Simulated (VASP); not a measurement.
# Li5Os (P-6m2) in VASP: single point with PBE

Aim: the single point of Li5Os with PBE.

All numbers are computed with VASP 6.6.1; they aren't measurements. Logs are shortened: lines on timing, memory, paths and dates and some standing lists are left out, and cuts for length are marked.

### 1 The cell of the first run

Symmetry: P-6m2, No. 187, hexagonal system. Conventional cell: a = 3.712 Å, b = 3.712 Å, c = 6.175 Å, α = 90.00°, β = 90.00°, γ = 120.00°. Li (site symmetry 3m) has 7 Li at 2.24 to 2.77 Å and 3 Os at 2.52 Å within 3.0 Å. Within 3.2 Å of Li (site symmetry -6m2) lie 12 Li at 2.41 to 2.77 Å. Within 2.6 Å of Li (site symmetry 3m) lie 1 Os at 1.99 Å and 7 Li at 2.19 to 2.41 Å. Within 2.6 Å of Os (site symmetry -6m2) lie 8 Li at 1.99 to 2.52 Å.

The cell was built from a structure type or drawn by symmetry, and may not be a known phase.

### 2 Single point, PBE

INCAR reads:

```
  PREC = Accurate
  ENCUT = 520
  EDIFF = 1E-6
  ISMEAR = 0
  SIGMA = 0.1
  LREAL = F
  LASPH = T
  NELM = 100
  ALGO = Normal
  ISIF = 2
  LWAVE = F
  LCHARG = F
  GGA = PE
  NBANDS = 20
```

KPOINTS reads:

```
Automatic mesh
0
Gamma
  6 6 4
```

POSCAR reads:

```
Li5Os
1.0
    3.7122051300      0.0000000000      0.0000000000
   -1.8561025600      3.2148639400      0.0000000000
    0.0000000000      0.0000000000      6.1754007600
Li Os
5 1
Direct
    0.0000000000      0.0000000000      0.2157734600
    0.0000000000      0.0000000000      0.7842265400
    0.3333333300      0.6666666700      0.5000000000
    0.6666666700      0.3333333300      0.3225621700
    0.6666666700      0.3333333300      0.6774378300
    0.6666666700      0.3333333300      0.0000000000
```

Potentials or basis: VASP PAW PBE potentials, release 64 (Li_sv, Os).

Launch:

```
> cat potpaw_PBE.64/Li_sv/POTCAR potpaw_PBE.64/Os/POTCAR > POTCAR
> mpirun -np 1 vasp_std > vasp.out
```

OUTCAR:

```text
PREC = Accurate
   ENCUT = 520
   EDIFF = 1E-6
   ISMEAR = 0
   LREAL = F
   LASPH = T
   NELM = 100
   ISIF = 2
   GGA = PE

 ion  position               nearest neighbor table
   1  0.000  0.000  0.216-   4 2.24   4 2.24   4 2.24   6 2.52   6 2.52   6 2.52
   2  0.000  0.000  0.784-   5 2.24   5 2.24   5 2.24   6 2.52   6 2.52   6 2.52
   3  0.333  0.667  0.500-   4 2.41   5 2.41   4 2.41   5 2.41   4 2.41   5 2.41
   4  0.667  0.333  0.323-   6 1.99   5 2.19   1 2.24   1 2.24   1 2.24   3 2.41   3 2.41   3 2.41

   5  0.667  0.333  0.677-   6 1.99   4 2.19   2 2.24   2 2.24   2 2.24   3 2.41   3 2.41   3 2.41

   6  0.667  0.333  0.000-   4 1.99   5 1.99   1 2.52   2 2.52   1 2.52   2 2.52   1 2.52   2 2.52

  LATTYP: Found a hexagonal cell.
 ALAT       =     3.7122051300
 C/A-ratio  =     1.6635397409

  Lattice vectors:

 A1 = (   3.7122051300,   0.0000000000,   0.0000000000)
 A2 = (  -1.8561025600,   3.2148639400,   0.0000000000)
 A3 = (   0.0000000000,   0.0000000000,   6.1754007600)

Analysis of symmetry for initial positions (statically):
=====================================================================
 Subroutine PRICEL returns:
 Original cell was already a primitive cell.

 Routine SETGRP: Setting up the symmetry group for a
 hexagonal supercell.

 Subroutine GETGRP returns: Found 12 space group operations
 (whereof 12 operations were pure point group operations)
 out of a pool of 24 trial point group operations.

The static configuration has the point symmetry D_3h.

Analysis of symmetry for dynamics (positions and initial velocities):
=====================================================================
 Subroutine PRICEL returns:
 Original cell was already a primitive cell.

 Routine SETGRP: Setting up the symmetry group for a
 hexagonal supercell.

 Subroutine GETGRP returns: Found 12 space group operations
 (whereof 12 operations were pure point group operations)
 out of a pool of 24 trial point group operations.

The dynamic configuration has the point symmetry D_3h.

 Subroutine INISYM returns: Found 12 space group operations
 (whereof 12 operations are pure point group operations),
 and found     1 'primitive' translations

----------------------------------------------------------------------------------------

                                     Primitive cell

  volume of cell :      73.6987

  direct lattice vectors                    reciprocal lattice vectors
     3.712205130  0.000000000  0.000000000     0.269381665  0.155527577  0.000000000
    -1.856102560  3.214863940  0.000000000     0.000000000  0.311055155  0.000000000
     0.000000000  0.000000000  6.175400760     0.000000000  0.000000000  0.161932810

  length of vectors
     3.712205130  3.712205122  6.175400760     0.311055154  0.311055155  0.161932810

  position of ions in fractional coordinates (direct lattice)
     0.000000000  0.000000000  0.215773460
     0.000000000  0.000000000  0.784226540
     0.333333330  0.666666670  0.500000000
     0.666666670  0.333333330  0.322562170
     0.666666670  0.333333330  0.677437830
     0.666666670  0.333333330  0.000000000

  ion indices of the primitive-cell ions
   primitive index   ion index
                 1           1
                 2           2
                 3           3
                 4           4
                 5           5
                 6           6

----------------------------------------------------------------------------------------

 KPOINTS: Automatic mesh

Automatic generation of k-mesh.
 Grid dimensions read from file:
 generate k-points for:    6    6    4

 Generating k-lattice:

  Cartesian coordinates                     Fractional coordinates (reciprocal lattice)
     0.044896944  0.025921263  0.000000000     0.166666667 -0.000000000  0.000000000
     0.000000000  0.051842526  0.000000000     0.000000000  0.166666667  0.000000000
     0.000000000  0.000000000  0.040483203     0.000000000  0.000000000  0.250000000

  Length of vectors
     0.051842526  0.051842526  0.040483203

  Shift w.r.t. Gamma in fractional coordinates (k-lattice)
     0.000000000  0.000000000  0.000000000

 Subroutine IBZKPT returns following result:
 ===========================================

 Found     21 irreducible k-points:

 Following reciprocal coordinates:
            Coordinates               Weight
  0.000000  0.000000  0.000000      1.000000
  0.166667 -0.000000  0.000000      6.000000
  0.333333 -0.000000  0.000000      6.000000
  0.500000  0.000000  0.000000      3.000000
  0.166667  0.166667  0.000000      6.000000
  0.333333  0.166667  0.000000     12.000000
[... 13 lines left out ...]
  0.333333  0.166667  0.500000     12.000000
  0.333333  0.333333  0.500000      2.000000
   k-points           NKPTS =     21   k-points in BZ     NKDIM =     21   number of bands    NBANDS=     20
   number of dos      NEDOS =    301   number of ions     NIONS =      6
   total plane-waves  NPLWV =  37632
   dimension x,y,z NGX =    28 NGY =   28 NGZ =   48
   dimension x,y,z NGXF=    56 NGYF=   56 NGZF=   96
   ions per type =               5   1
   NGX,Y,Z   is equivalent  to a cutoff of  12.54, 12.54, 12.92 a.u.
   NGXF,Y,Z  is equivalent  to a cutoff of  25.08, 25.08, 25.84 a.u.
 SYSTEM =  unknown system
   PREC   = accura    normal or accurate (medium, high low for compatibility)
   ISTART =      0    job   : 0-new  1-cont  2-samecut
   ICHARG =      2    charge: 1-file 2-atom 10-const
   ISPIN  =      1    spin polarized calculation?
   LNONCOLLINEAR =      F non collinear calculations
   LSORBIT =      F    spin-orbit coupling
   LASPH  =      T    aspherical Exc in radial PAW
   ENCUT  =  520.0 eV  38.22 Ry    6.18 a.u.   6.90  6.90 11.48*2*pi/ulx,y,z
   NELM   =    100;   NELMIN=  2; NELMDL= -5     # of ELM steps
   EDIFF  = 0.1E-05   stopping-criterion for ELM
   LREAL  =      F    real-space projection
   EDIFFG = 0.1E-04   stopping-criterion for IOM
   NSW    =      0    number of steps for IOM
   IBRION =     -1    ionic relax: 0-MD 1-quasi-New 2-CG
   NFREE  =      0    steps in history (QN), initial steepest desc. (CG)
   ISIF   =      2    stress and relaxation
   ISYM   =      2    0-nonsym 1-usesym 2-fastsym
   POTIM  = 0.5000    time-step for ionic-motion
   TEBEG  =    0.0;   TEEND  =   0.0 temperature during run
   PSTRESS=    0.0 pullay stress
   NELECT =      23.0000    total number of electrons
   NUPDOWN=      -1.0000    fix difference up-down
   EMIN   =  10.00;   EMAX   =-10.00  energy-range for DOS
   EFERMI =   0.00;   METHOD = LEGACY
   ISMEAR =     0;   SIGMA  =   0.10  broadening in eV -4-tet -1-fermi 0-gaus
   EFERMI_NEDOS =   21; number of points for ismear=-14 and -15
   IALGO  =     38    algorithm
   IMIX   =      4    mixing-type and parameters
     AMIX     =   0.40;   BMIX     =  1.00
     AMIX_MAG =   1.60;   BMIX_MAG =  1.00
  volume/ion in A,a.u.               =      12.28        82.89
  Fermi-wavevector in a.u.,A,eV,Ry     =   1.110446  2.098439 16.777220  1.233091
  Thomas-Fermi vector in A             =   2.246998
   LORBIT       =      0    0 simple, 1 ext, 2 COOP (PROOUT), +10 PAW based schemes
   GGA     = PE    functional components
   LHFCALC =     F    Hartree Fock is set to
   AEXX    =    0.0000 exact exchange contribution
   IVDW    =     0    specifies the selected vdW correction
   LEPSILON=     F    determine dielectric tensor
   LRPA    =     F    only Hartree local field effects (RPA)
 non-spin polarized calculation
 Gauss-broadening in eV      SIGMA  =   0.10
  energy-cutoff  :      520.00
  volume of cell :       73.70
 maximum number of plane-waves:      2008
 NGX is ok and might be reduce to    28
   NGX = 13   NGY = 13   NGZ = 23

 number of electron      23.0000006 magnetization

 Free energy of the ion-electron system (eV)
  ---------------------------------------------------
  ext. energy  EPLUGINS =         0.00000000
  ---------------------------------------------------
  free energy    TOTEN  =       -14.50121602 eV

  energy without entropy =      -14.49097148  energy(sigma->0) =      -14.49609375

 E-fermi :   3.1350     XC(G=0):  -9.5119

 val. band max:        3.1193562514   @ k =   0.3333   0.3333   0.2500
 cond. band min:       3.2986790587   @ k =   0.3333   0.3333   0.5000
 fundamental gap:      0.1793228073
 Fermi energy:         3.1350109490

 k-point     1 :       0.0000    0.0000    0.0000
  band No.  band energies     occupation
      1     -43.2778      2.00000
      2     -42.7898      2.00000
      3     -42.6957      2.00000
      4     -41.9249      2.00000
      5     -41.9082      2.00000
      6      -1.7903      2.00000
[... 12 lines left out ...]
     19      11.9218      0.00000
     20      12.0243      0.00000

 k-point     2 :       0.1667   -0.0000    0.0000
  band No.  band energies     occupation
      1     -43.2745      2.00000
      2     -42.7898      2.00000
      3     -42.6927      2.00000
      4     -41.9272      2.00000
      5     -41.9112      2.00000
      6      -1.4217      2.00000
[... 12 lines left out ...]
     19      11.4104      0.00000
     20      11.5581      0.00000

 k-point     3 :       0.3333   -0.0000    0.0000
  band No.  band energies     occupation
      1     -43.2680      2.00000
      2     -42.7898      2.00000
      3     -42.6867      2.00000
      4     -41.9320      2.00000
      5     -41.9171      2.00000
      6      -0.5063      2.00000
[... 12 lines left out ...]
     19      11.0625      0.00000
     20      11.1369      0.00000

 k-point     4 :       0.5000    0.0000    0.0000
  band No.  band energies     occupation
      1     -43.2647      2.00000
      2     -42.7898      2.00000
      3     -42.6835      2.00000
      4     -41.9343      2.00000
      5     -41.9201      2.00000
      6       0.1620      2.00000
[... 360 lines left out ...]
 k-point    20 :       0.3333    0.1667    0.5000
  band No.  band energies     occupation
      1     -43.2646      2.00000
      2     -42.7664      2.00000
      3     -42.7072      2.00000
      4     -41.9336      2.00000
      5     -41.9209      2.00000
      6       0.4150      2.00000
[... 12 lines left out ...]
     19      10.9474      0.00000
     20      12.1911      0.00000

 k-point    21 :       0.3333    0.3333    0.5000
  band No.  band energies     occupation
      1     -43.2631      2.00000
      2     -42.7663      2.00000
      3     -42.7055      2.00000
      4     -41.9348      2.00000
      5     -41.9223      2.00000
      6       0.5620      2.00000
[... 12 lines left out ...]
     19       9.8091      0.00000
     20      13.0829      0.00000

------------------------ aborting loop because EDIFF is reached ----------------------------------------

  FORCE on cell =-STRESS in cart. coord.  units (eV):
  Direction    XX          YY          ZZ          XY          YZ          ZX
  --------------------------------------------------------------------------------------
  -------------------------------------------------------------------------------------
  Total        3.9311406      3.9311406     16.6801874      0.0000000     -0.0000000      0.0000000
  in kB       85.4612917     85.4612913    362.6200365      0.0000001     -0.0000000      0.0000000
  external PRESSURE =     177.8475398 kB  Pullay stress =       0.0000000 kB

 VOLUME and BASIS-vectors are now :
 -----------------------------------------------------------------------------
  energy-cutoff  :      520.00
  volume of cell :       73.70
      direct lattice vectors                 reciprocal lattice vectors
     3.712205130  0.000000000  0.000000000     0.269381665  0.155527577  0.000000000
    -1.856102560  3.214863940  0.000000000     0.000000000  0.311055155  0.000000000
     0.000000000  0.000000000  6.175400760     0.000000000  0.000000000  0.161932810

 POSITION                                       TOTAL-FORCE (eV/Angst)
 -----------------------------------------------------------------------------------
      0.00000      0.00000      1.33249        -0.000000      0.000000     -0.210232
      0.00000      0.00000      4.84291        -0.000000      0.000000      0.210232
     -0.00000      2.14324      3.08770         0.000000      0.000000      0.000000
      1.85610      1.07162      1.99195         0.000000     -0.000000      2.177823
      1.85610      1.07162      4.18345         0.000000     -0.000000     -2.177823
      1.85610      1.07162      0.00000        -0.000000      0.000000      0.000000
 -----------------------------------------------------------------------------------
    total drift:                               -0.000015      0.000009      0.000000

  FREE ENERGIE OF THE ION-ELECTRON SYSTEM (eV)
  ---------------------------------------------------
  free  energy   TOTEN  =       -14.5012160193 eV

  energy  without entropy=      -14.4909714775  energy(sigma->0) =      -14.49609375
```

Run time: 55 s. Hardware: 1 thread of Intel Xeon 8259CL, shared host; peak memory 0.19 GiB.

What came out:

- Free energy: -14.5012 eV
- Largest force: 2.178 eV/Å
- Band gap on the k mesh: zero (an odd number of electrons rules out a gap without spin polarisation)

Forces in eV/Å, atoms in the order of the input:
```
Li   0.000  0.000 -0.210
Li   0.000  0.000  0.210
Li   0.000  0.000  0.000
Li   0.000  0.000  2.178
Li   0.000  0.000 -2.178
Os   0.000  0.000  0.000
```

Levels at points of the mesh, in eV from the Fermi level:
| k point | band 9 | band 10 | band 11 | band 12 | band 13 | band 14 | band 15 | band 16 |
| --- | --- | --- | --- | --- | --- | --- | --- | --- |
| (0.00, 0.00, 0.00) | -1.04 | -1.04 | -0.75 | -0.75 | -0.47 | 4.81 | 4.81 | 6.71 |
| (0.50, 0.00, 0.00) | -1.36 | -1.22 | -0.43 | 0.46 | 1.36 | 1.84 | 1.92 | 2.09 |
| (0.00, 0.00, 0.50) | -1.03 | -1.03 | -0.82 | -0.82 | 2.41 | 3.09 | 5.97 | 5.97 |
| (0.50, 0.00, 0.50) | -1.33 | -1.00 | -0.56 | 0.48 | 0.81 | 1.16 | 3.53 | 3.73 |

Caveat: the cutoff is under 1.25 times the usual one of these potentials, so pressure, stress and relaxed cells hold a basis-set (Pulay) error; spin-orbit coupling is left out, which moves the levels of the heavy elements; forces of over 1 eV/Å act on the atoms, so gaps and moduli don't describe the material at rest.
